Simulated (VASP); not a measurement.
# ZrO (Cmmm) in VASP: single point with HSE06

Aim: the single point of ZrO with HSE06.

All numbers are computed with VASP 6.6.1; they aren't measurements. Logs are shortened: lines on timing, memory, paths and dates and some standing lists are left out, and cuts for length are marked.

**1. The cell of the first run**

Symmetry: Cmmm, No. 65, orthorhombic system. The conventional cell has a = 3.653 Å, b = 5.838 Å, c = 2.620 Å, α = 90.00°, β = 90.00°, γ = 90.00°. Zr (site symmetry mmm) has 2 O at 1.83 Å within 2.4 Å. Within 2.4 Å of O (site symmetry mmm) lie 2 Zr at 1.83 Å.

**2. Single point, HSE06, non-collinear spin, zero start, spin-orbit coupling**

File POSCAR:

```
ZrO
1.0
    1.8266398600     -2.9188492700      0.0000000000
    1.8266398600      2.9188492700      0.0000000000
    0.0000000000      0.0000000000      2.6199383700
Zr O
1 1
Direct
    0.0000000000      0.0000000000      0.0000000000
    0.5000000000      0.5000000000      0.0000000000
```

File INCAR.step1:

```
SYSTEM = ZrO
PREC = Accurate ; ENCUT = 520
EDIFF = 1E-5 ; ISMEAR = -1
SIGMA = 0.05 ; LREAL = .False.
LASPH = .True. ; NELM = 200
ALGO = Normal ; ISIF = 2
LWAVE = .True. ; MAGMOM = 0 0 0 0 0 0
LORBIT = 11 ; LSORBIT = .True.
GGA_COMPAT = .False. ; LORBMOM = .True.
LMAXMIX = 4 ; NBANDS = 30
GGA = PE ; KPAR = 4
```

File INCAR.step2:

```
SYSTEM = ZrO
PREC = Accurate ; ENCUT = 520
EDIFF = 1E-6 ; ISMEAR = -1
SIGMA = 0.05 ; LREAL = .False.
LASPH = .True. ; NELM = 200
ALGO = Normal ; ISIF = 2
LWAVE = .False. ; LCHARG = .True.
MAGMOM = 0 0 0 0 0 0 ; LORBIT = 11
LSORBIT = .True. ; GGA_COMPAT = .False.
LORBMOM = .True. ; LMAXMIX = 4
GGA = PE ; LHFCALC = .True.
HFSCREEN = 0.2079 ; PRECFOCK = Normal
LVHAR = .True. ; NBANDS = 30
ISTART = 1 ; KPAR = 4
```

File KPOINTS:

```
Automatic mesh
0
Gamma
  4 4 4
  0 0 0
```

Potentials or basis: VASP PAW PBE potentials, release 64 (Zr_sv, O).

Command:

```
cat potpaw_PBE.64/Zr_sv/POTCAR potpaw_PBE.64/O/POTCAR > POTCAR
cp INCAR.step1 INCAR
mpirun -np 4 vasp_ncl > vasp.out
cp INCAR.step2 INCAR
mpirun -np 4 vasp_ncl > vasp.out
```

OUTCAR:

```text
SYSTEM = ZrO
   PREC = Accurate
   ENCUT = 520
   EDIFF = 1E-6
   ISMEAR = -1
   LREAL = .False.
   LASPH = .True.
   NELM = 200
   ISIF = 2
   LORBIT = 11
   LSORBIT = .True.
   GGA = PE
   LHFCALC = .True.
   HFSCREEN = 0.2079
   PRECFOCK = Normal
   ISTART = 1

 ion  position               nearest neighbor table
   1  0.000  0.000  0.000-   2 1.83   2 1.83   2 2.92   2 2.92
   2  0.500  0.500  0.000-   1 1.83   1 1.83   1 2.92   1 2.92

  LATTYP: Found a base centered orthorhombic cell.
 ALAT       =     3.6532797200
 B/A-ratio  =     1.5979336343
 C/A-ratio  =     0.7171469394

  Lattice vectors:

 A1 = (   1.8266398600,  -2.9188492700,   0.0000000000)
 A2 = (   1.8266398600,   2.9188492700,   0.0000000000)
 A3 = (   0.0000000000,   0.0000000000,   2.6199383700)

Analysis of symmetry for initial positions (statically):
=====================================================================
 Subroutine PRICEL returns:
 Original cell was already a primitive cell.

 Routine SETGRP: Setting up the symmetry group for a
 base centered orthorhombic supercell.

 Subroutine GETGRP returns: Found  8 space group operations
 (whereof  8 operations were pure point group operations)
 out of a pool of  8 trial point group operations.

The static configuration has the point symmetry D_2h.

Analysis of symmetry for dynamics (positions and initial velocities):
=====================================================================
 Subroutine PRICEL returns:
 Original cell was already a primitive cell.

 Routine SETGRP: Setting up the symmetry group for a
 base centered orthorhombic supercell.

 Subroutine GETGRP returns: Found  8 space group operations
 (whereof  8 operations were pure point group operations)
 out of a pool of  8 trial point group operations.

The dynamic configuration has the point symmetry D_2h.

Analysis of structural, dynamic, and magnetic symmetry:
=====================================================================
 Subroutine PRICEL returns:
 Original cell was already a primitive cell.

 Routine SETGRP: Setting up the symmetry group for a
 base centered orthorhombic supercell.

 Subroutine GETGRP returns: Found  8 space group operations
 (whereof  8 operations were pure point group operations)
 out of a pool of  8 trial point group operations.

The overall configuration has the point symmetry D_2h.

 Subroutine INISYM returns: Found  8 space group operations
 (whereof  8 operations are pure point group operations),
 and found     1 'primitive' translations

----------------------------------------------------------------------------------------

                                     Primitive cell

  volume of cell :      27.9374

  direct lattice vectors                    reciprocal lattice vectors
     1.826639860 -2.918849270  0.000000000     0.273726645 -0.171300384  0.000000000
     1.826639860  2.918849270  0.000000000     0.273726645  0.171300384  0.000000000
     0.000000000  0.000000000  2.619938370     0.000000000  0.000000000  0.381688368

  length of vectors
     3.443297001  3.443297001  2.619938370     0.322908807  0.322908807  0.381688368

  position of ions in fractional coordinates (direct lattice)
     0.000000000  0.000000000  0.000000000
     0.500000000  0.500000000  0.000000000

  ion indices of the primitive-cell ions
   primitive index   ion index
                 1           1
                 2           2

----------------------------------------------------------------------------------------

 KPOINTS: Automatic mesh

Automatic generation of k-mesh.
 Grid dimensions read from file:
 generate k-points for:    4    4    4

 Generating k-lattice:

  Cartesian coordinates                     Fractional coordinates (reciprocal lattice)
     0.068431661 -0.042825096  0.000000000     0.250000000  0.000000000  0.000000000
     0.068431661  0.042825096  0.000000000     0.000000000  0.250000000  0.000000000
     0.000000000  0.000000000  0.095422092     0.000000000  0.000000000  0.250000000

  Length of vectors
     0.080727202  0.080727202  0.095422092

  Shift w.r.t. Gamma in fractional coordinates (k-lattice)
     0.000000000  0.000000000  0.000000000

 Subroutine IBZKPT returns following result:
 ===========================================

 Found     21 irreducible k-points:

 Following reciprocal coordinates:
            Coordinates               Weight
  0.000000  0.000000  0.000000      1.000000
  0.250000 -0.000000  0.000000      4.000000
  0.500000 -0.000000  0.000000      2.000000
  0.250000  0.250000  0.000000      2.000000
  0.500000  0.250000  0.000000      4.000000
 -0.250000  0.250000  0.000000      2.000000
[... 13 lines left out ...]
 -0.250000  0.250000  0.500000      2.000000
[... 45 lines left out ...]
   LHFCALC =     T    Hartree Fock is set to
   PRECFOCK=normal    Normal, Fast or Accurate (Low or Medium for compatibility)
   ENCUT4O =  -1.0   cutoff for four orbital integrals eV
   NKREDX  =     1    reduce k-point grid by
   NKREDY  =     1    reduce k-point grid by
   NKREDZ  =     1    reduce k-point grid by
   AEXX    =    0.2500 exact exchange contribution
   HFSCREEN=    0.2079 screening length (either q_TF or 0.3 A-1)
   HFSCREENC=   0.2079 screening length for correlation (either q_TF or 0.3 A-1)
   ENCUTFOCK=  -1.0 apply spherical cutoff to Coloumb kernel
   IVDW    =     0    specifies the selected vdW correction
   LEPSILON=     F    determine dielectric tensor
   LRPA    =     F    only Hartree local field effects (RPA)
  energy-cutoff  :      520.00
  volume of cell :       27.94
 maximum number of plane-waves:      1548
 NGX is ok and might be reduce to    28
  NGX = 20; NGY = 20; NGZ = 16

 number of electron      18.0000001 magnetization      -0.0000000     -0.0000000     -0.0000000

 number of electron      18.0000001 magnetization       0.0000000      0.0000000      0.0000000

 number of electron      18.0000001 magnetization      -0.0000000     -0.0000000      0.0000000

 number of electron      18.0000001 magnetization      -0.0000000      0.0000000      0.0000000

 Free energy of the ion-electron system (eV)
  ---------------------------------------------------
  ext. energy  EPLUGINS =         0.00000000
  ---------------------------------------------------
  free energy    TOTEN  =       -18.25494417 eV

  energy without entropy =      -18.24726406  energy(sigma->0) =      -18.25110412

 E-fermi :   9.2323     XC(G=0):  -9.3582

 val. band max:        9.1543564733   @ k =   0.2500  -0.0000   0.2500
 cond. band min:       9.2566326907   @ k =   0.0000   0.0000   0.5000
 fundamental gap:      0.1022762174
 Fermi energy:         9.2322577232

 k-point     1 :       0.0000    0.0000    0.0000
  band No.  band energies     occupation
      1     -43.5257      1.00000
      2     -43.5257      1.00000
      3     -21.4492      1.00000
      4     -21.4492      1.00000
      5     -19.7645      1.00000
      6     -19.7645      1.00000
[... 682 lines left out ...]
     29      21.0270      0.00000
     30      21.0270      0.00000

------------------------ aborting loop because EDIFF is reached ----------------------------------------

  FORCE on cell =-STRESS in cart. coord.  units (eV):
  Direction    XX          YY          ZZ          XY          YZ          ZX
  --------------------------------------------------------------------------------------
  -------------------------------------------------------------------------------------
  Total       22.9319200      0.3055278      6.8067239      0.0000000      0.0000000      0.0000000
  in kB     1315.1198454     17.5216751    390.3579669      0.0000000      0.0000000      0.0000000
  external PRESSURE =     574.3331625 kB  Pullay stress =       0.0000000 kB

 VOLUME and BASIS-vectors are now :
 -----------------------------------------------------------------------------
  energy-cutoff  :      520.00
  volume of cell :       27.94
      direct lattice vectors                 reciprocal lattice vectors
     1.826639860 -2.918849270  0.000000000     0.273726645 -0.171300384  0.000000000
     1.826639860  2.918849270  0.000000000     0.273726645  0.171300384  0.000000000
     0.000000000  0.000000000  2.619938370     0.000000000  0.000000000  0.381688368

 POSITION                                       TOTAL-FORCE (eV/Angst)
 -----------------------------------------------------------------------------------
      0.00000      0.00000      0.00000         0.000000      0.000000      0.000000
      1.82664      0.00000      0.00000        -0.000000     -0.000000      0.000000
 -----------------------------------------------------------------------------------
    total drift:                                0.000000      0.000000     -0.000000

  FREE ENERGIE OF THE ION-ELECTRON SYSTEM (eV)
  ---------------------------------------------------
  free  energy   TOTEN  =       -18.2549441739 eV

  energy  without entropy=      -18.2472640620  energy(sigma->0) =      -18.25110412

 orbital moment (x)

 # of ion     p       d       tot
 ----------------------------------------
  1         0.000   0.000   0.000
  2        -0.000   0.000  -0.000
 ----------------------------------------
            0.000   0.000   0.000

 orbital moment (y)

 # of ion     p       d       tot
 ----------------------------------------
  1        -0.000  -0.000  -0.000
  2        -0.000   0.000  -0.000
 ----------------------------------------
           -0.000  -0.000  -0.000

 orbital moment (z)

 # of ion     p       d       tot
 ----------------------------------------
  1         0.000   0.000   0.000
  2         0.000   0.000   0.000
 ----------------------------------------
            0.000   0.000   0.000

 Spin-Orbit-Coupling matrix elements

 Ion:    1  E_soc:     -0.1434754
 l=   1
     0.0000000    -0.0230406    -0.0227772
    -0.0230406     0.0000000    -0.0238560
    -0.0227772    -0.0238560     0.0000000
 l=   2
     0.0000000    -0.0001670     0.0000000    -0.0000620    -0.0003068
    -0.0001670     0.0000000    -0.0005700    -0.0003303    -0.0002606
     0.0000000    -0.0005700     0.0000000    -0.0002875     0.0000000
    -0.0000620    -0.0003303    -0.0002875     0.0000000    -0.0000798
    -0.0003068    -0.0002606     0.0000000    -0.0000798     0.0000000
 l=   3
     0.0000000     0.0000000     0.0000000     0.0000000     0.0000000     0.0000000     0.0000000
     0.0000000     0.0000000     0.0000000     0.0000000     0.0000000     0.0000000     0.0000000
     0.0000000     0.0000000     0.0000000     0.0000000     0.0000000     0.0000000     0.0000000
     0.0000000     0.0000000     0.0000000     0.0000000     0.0000000     0.0000000     0.0000000
     0.0000000     0.0000000     0.0000000     0.0000000     0.0000000     0.0000000     0.0000000
     0.0000000     0.0000000     0.0000000     0.0000000     0.0000000     0.0000000     0.0000000
     0.0000000     0.0000000     0.0000000     0.0000000     0.0000000     0.0000000     0.0000000

 Ion:    2  E_soc:     -0.0003442
 l=   1
     0.0000000     0.0000038    -0.0000821
     0.0000038     0.0000000    -0.0000938
    -0.0000821    -0.0000938     0.0000000
 l=   2
     0.0000000     0.0000000     0.0000000     0.0000000     0.0000000
     0.0000000     0.0000000     0.0000000     0.0000000     0.0000000
     0.0000000     0.0000000     0.0000000     0.0000000     0.0000000
     0.0000000     0.0000000     0.0000000     0.0000000     0.0000000
     0.0000000     0.0000000     0.0000000     0.0000000     0.0000000
 l=   3
     0.0000000     0.0000000     0.0000000     0.0000000     0.0000000     0.0000000     0.0000000
     0.0000000     0.0000000     0.0000000     0.0000000     0.0000000     0.0000000     0.0000000
     0.0000000     0.0000000     0.0000000     0.0000000     0.0000000     0.0000000     0.0000000
     0.0000000     0.0000000     0.0000000     0.0000000     0.0000000     0.0000000     0.0000000
     0.0000000     0.0000000     0.0000000     0.0000000     0.0000000     0.0000000     0.0000000
     0.0000000     0.0000000     0.0000000     0.0000000     0.0000000     0.0000000     0.0000000
     0.0000000     0.0000000     0.0000000     0.0000000     0.0000000     0.0000000     0.0000000

 total charge

# of ion       s       p       d       tot
------------------------------------------
    1        2.234   6.051   2.041  10.326
    2        1.617   3.614   0.000   5.231
--------------------------------------------------
tot          3.851   9.665   2.041  15.557

 magnetization (x)

# of ion       s       p       d       tot
------------------------------------------
    1        0.000   0.000   0.000   0.000
    2        0.000   0.000   0.000   0.000
--------------------------------------------------
tot          0.000   0.000   0.000   0.000

 magnetization (y)

# of ion       s       p       d       tot
------------------------------------------
    1        0.000   0.000   0.000   0.000
    2        0.000   0.000   0.000   0.000
--------------------------------------------------
tot          0.000   0.000   0.000   0.000

 magnetization (z)

# of ion       s       p       d       tot
------------------------------------------
    1        0.000   0.000   0.000   0.000
    2        0.000   0.000   0.000   0.000
--------------------------------------------------
tot          0.000   0.000   0.000   0.000
```

Wall time 17 min (4 MPI ranks of AMD EPYC 7R43 (Zen 3), shared host); peak memory 0.29 GiB.

What came out:

```
Free energy                                           : -18.2549 eV
Pressure                                              : 57.4 GPa
Net moment                                            : 0.00 μB per cell
Valence electrons inside the program's atomic spheres : Zr 10.33; O 5.23
```

Moments on the atoms (μB; x, y, z):
```
Zr  0.00 0.00 0.00
O   0.00 0.00 0.00
```

Caveat: the k points lie up to 0.60 Å⁻¹ apart; the PAW data sets were made with another functional, which shifts forces and pressure a little.
